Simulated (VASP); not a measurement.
## Ge: vibrations by perturbation theory with LDA

The system is Ge.

```
Ge
1.0
     0.00000    2.83661    2.81208
     2.83661    0.00000    2.81208
     2.83661    2.83661    0.00000
Ge
2
Cartesian
  0.0000 0.0000 0.0000
  1.4183 1.4183 1.4060
```

* Program: VASP 6.6.1
* Task: vibrations by perturbation theory
* Functional: LDA
* Potentials or basis: VASP PAW LDA potentials, release 64 (Ge_d)
* Cutoff: 520 eV
* k mesh: 12 × 12 × 12
* Occupations: gaussian, width 0.05 eV
* Spin: no spin polarisation
* Dipole correction: no
* Further INCAR settings: ALGO = Normal; EDIFF = 1e-08; IBRION = 8; NSW = 1

```yaml
Highest_phonon_frequency_at_Γ: 285 cm⁻¹
```

Phonon frequencies in cm⁻¹ (negative: imaginary):
```tsv
q point	frequencies
(0.000, 0.000, 0.000)	0 0 0 284 284 285
```

Run time: 9.3 min on 1 thread of AMD EPYC 9R45 96-Core Processor (Zen 5), with other jobs on the host, peak memory 0.72 GiB.

Caveat: the cell stands under pressure or tension, which shifts response properties.
